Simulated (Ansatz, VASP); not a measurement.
MgCd3Se4 in VASP and in Ansatz

File INCAR:

```
SYSTEM = MgCd3Se4
ALGO     = Normal         ! electronic algorithm
EDIFF    = 1E-6           ! SCF threshold, eV
EDIFFG   = -0.04          ! ionic threshold
ENCUT    = 600            ! plane-wave cutoff, eV
GGA      = PE             ! functional
IBRION   = 2              ! ionic algorithm
ISIF     = 3              ! what is computed and relaxed
ISMEAR   = 0              ! smearing method
LASPH    = .True.         ! aspherical terms in the spheres
LCHARG   = .False.        ! write CHGCAR
LREAL    = .False.        ! projectors in reciprocal space
LWAVE    = .False.        ! write WAVECAR
NELM     = 100            ! most SCF steps
NSW      = 90             ! ionic steps
PREC     = Accurate       ! precision mode
SIGMA    = 0.1            ! smearing width, eV
```

File KPOINTS:

```
k-points
0
Gamma
  4 4 2
  0 0 0
```

POSCAR

```
MgCd3Se4
1.0
    4.1490593600      0.0000000000      0.0000000000
    0.0000000000      4.1490593600      0.0000000000
    0.0000000000      0.0000000000     11.7353120400
Mg Cd Se
1 3 4
Direct
    0.0000000000      0.0000000000      0.0000000000
    0.5000000000      0.5000000000      0.2500000000
    0.0000000000      0.0000000000      0.5000000000
    0.5000000000      0.5000000000      0.7500000000
    0.0000000000      0.0000000000      0.2500000000
    0.5000000000      0.5000000000      0.5000000000
    0.0000000000      0.0000000000      0.7500000000
    0.5000000000      0.5000000000      0.0000000000
```

Input for Ansatz:

```yaml
crystal:
  lattice:
    - [4.14905936, 0.0, 0.0]
    - [0.0, 4.14905936, 0.0]
    - [0.0, 0.0, 11.73531204]
  atoms:
    - { symbol: Mg, position: [0.0, 0.0, 0.0] }
    - { symbol: Cd, position: [0.5, 0.5, 0.25] }
    - { symbol: Cd, position: [0.0, 0.0, 0.5] }
    - { symbol: Cd, position: [0.5, 0.5, 0.75] }
    - { symbol: Se, position: [0.0, 0.0, 0.25] }
    - { symbol: Se, position: [0.5, 0.5, 0.5] }
    - { symbol: Se, position: [0.0, 0.0, 0.75] }
    - { symbol: Se, position: [0.5, 0.5, 0.0] }
basis:
  ecutwfc: 420
kpoints:
  mp_grid: { grid: [4, 4, 2] }
hamiltonian:
  xc: pbe
scf:
  occupations: { method: gaussian, width: 0.1 }
  lower_state_search: "off"
output:
  forces: true
  stress: true
  eigenvalues: true
relax:
  adjacent_minimum: "off"
  f_tol: 0.04
  max_steps: 70
  cell: { stress_tol: 0.4 }
```

Alike in both runs: task relaxation of cell and atoms; functional PBE; k mesh 4 × 4 × 2; occupations gaussian, width 0.1 eV; no spin polarisation.

|  | VASP | Ansatz |
| --- | --- | --- |
| version | VASP 6.6.1 | Ansatz 0.2.0 |
| potentials or method | VASP PAW PBE potentials, release 64 (Mg, Cd, Se), cutoff 600 eV | scalar-relativistic, plane waves, PAW |
| valence electrons in the cell | 62 | 134 |

```tsv
	VASP	Ansatz	Ansatz less VASP
gap on the k mesh at the Fermi level, each at its own relaxed structure (eV)	none	none	-
relaxed volume (Å³/atom)	23.18	23.09	-0.092
relaxed cell length with the largest relative difference (Å)	4.053	4.039	-0.0145
```

A gap of «none» marks a metal or a gap that the smearing closes. VASP's potentials hold 62 valence electrons a cell and Ansatz's 134, so a difference there can come from the potentials and not from the codes.

The k mesh is coarse, so the values compare programs but aren't converged.
